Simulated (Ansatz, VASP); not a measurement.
**BAs in VASP and in Ansatz**

The input INCAR:

```
PREC = Accurate ; ENCUT = 500
EDIFF = 1E-7 ; ISMEAR = 0
SIGMA = 0.02 ; LREAL = False
LASPH = True ; NELM = 120
ALGO = Normal ; ISIF = 3
LWAVE = False ; LCHARG = False
GGA = PE ; IBRION = 2
NSW = 100 ; EDIFFG = -0.01
GGA_COMPAT = False ; NELMIN = 4
```

Contents of KPOINTS:

```
Automatic mesh
0
Gamma
  10 10 10
```

The input POSCAR:

```
BAs
1.0
    0.0000000000      2.4006354670      2.4006354670
    2.4006354670      0.0000000000      2.4006354670
    2.4006354670      2.4006354670      0.0000000000
B As
1 1
Direct
    0.0000000000      0.0000000000      0.0000000000
    0.2500000000      0.2500000000      0.2500000000
```

Input for Ansatz:

```yaml
crystal:
  lattice:
    - [0.0, 2.400635467, 2.400635467]
    - [2.400635467, 0.0, 2.400635467]
    - [2.400635467, 2.400635467, 0.0]
  atoms:
    - { symbol: B, position: [0.0, 0.0, 0.0] }
    - { symbol: As, position: [0.25, 0.25, 0.25] }
basis:
  ecutwfc: 420
kpoints:
  mp_grid: { grid: [10, 10, 10] }
hamiltonian:
  xc: pbe
scf:
  occupations: { method: gaussian, width: 0.02 }
output:
  forces: true
  stress: true
  eigenvalues: true
relax:
  adjacent_minimum: "off"
  f_tol: 0.01
  max_steps: 80
  cell: { stress_tol: 0.05 }
```

Change from the starting cell: species swapped into the BeTe type (F-43m, No. 216).

Alike in both runs: task relaxation of cell and atoms; functional PBE; k mesh 10 × 10 × 10; occupations gaussian, width 0.02 eV; no spin polarisation.

|  | VASP | Ansatz |
| --- | --- | --- |
| version | VASP 6.6.1 | Ansatz 0.2.0 |
| potentials or method | VASP PAW PBE potentials, release 64 (B, As), cutoff 500 eV | scalar-relativistic, plane waves, PAW |
| valence electrons in the cell | 8 | 18 |

```csv
,VASP,Ansatz,Ansatz less VASP
"gap on the k mesh at the Fermi level, each at its own relaxed structure (eV)",1.20,1.20,+0.003
relaxed volume (Å³/atom),13.97,13.90,-0.063
relaxed cell length with the largest relative difference (Å),3.406,3.401,-0.0051
```

VASP's potentials hold 8 valence electrons a cell and Ansatz's 18, so a difference there can come from the potentials and not from the codes.
